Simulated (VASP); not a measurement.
Write the native input for VASP 6.6.1 that does the following.

* Task: relaxation of cell and atoms
* Functional: PBE
* Potentials or basis: VASP PAW PBE potentials, release 64 (B, W_sv)
* Cutoff: 600 eV
* k mesh: 6 × 6 × 6
* Occupations: gaussian, width 0.1 eV
* Spin: no spin polarisation
* Dipole correction: no
* Further INCAR settings: ALGO = Normal; EDIFF = 1e-07; IBRION = 2; EDIFFG = -0.04; NSW = 90; ISIF = 3

The structure of B5W2 lies in POSCAR:

```
B5W2
1.0
    1.5054994607      0.8692005189      6.9766700000
   -1.5054994607      0.8692005189      6.9766700000
    0.0000000000     -1.7384010378      6.9766700000
B W
5 2
Direct
    0.1860000000      0.1860000000      0.1860000000
    0.8140000000      0.8140000000      0.8140000000
    0.3330000000      0.3330000000      0.3330000000
    0.6670000000      0.6670000000      0.6670000000
    0.5000000000      0.5000000000      0.5000000000
    0.0750000000      0.0750000000      0.0750000000
    0.9250000000      0.9250000000      0.9250000000
```

One way to write it, as run:

INCAR

```
  ALGO = Normal
  EDIFF = 1E-7
  EDIFFG = -0.04
  ENCUT = 600
  GGA = PE
  IBRION = 2
  ISIF = 3
  ISMEAR = 0
  LASPH = T
  LCHARG = F
  LREAL = F
  LWAVE = F
  NELM = 80
  NSW = 90
  PREC = Accurate
  SIGMA = 0.1
```

KPOINTS

```
k-points
0
Gamma
  6 6 6
```

Potentials or basis: VASP PAW PBE potentials, release 64 (B, W_sv).

Launch:

```console
$ cat potpaw_PBE.64/B/POTCAR potpaw_PBE.64/W_sv/POTCAR > POTCAR
$ mpirun -np 1 vasp_std > vasp.out
```

Results of the run:

The relaxed volume is 8.48 Å³/atom. The relaxed cell is a = 7.328 Å, b = 7.328 Å, c = 7.328 Å, α = 24.47°, β = 24.47°, γ = 24.47° and the space group after relaxing (to 0.1 Å) is R-3m (No. 166). The energy gained by relaxing is 59.3 meV/atom and the ionic steps are 9. The pressure after relaxing is -0.4 GPa. The largest force after relaxing is 0.040 eV/Å and the band gap on the k mesh is zero (an odd number of electrons rules out a gap without spin polarisation).

Caveat: the k points lie up to 0.39 Å⁻¹ apart in the final cell, too coarse for converged energies and pressures of a metal; spin-orbit coupling is left out, which moves the levels of the heavy elements.

Run time: 16 min on 1 thread of Intel(R) Xeon(R) Platinum 8488C (Sapphire Rapids), on a shared host, peak memory 0.55 GiB.
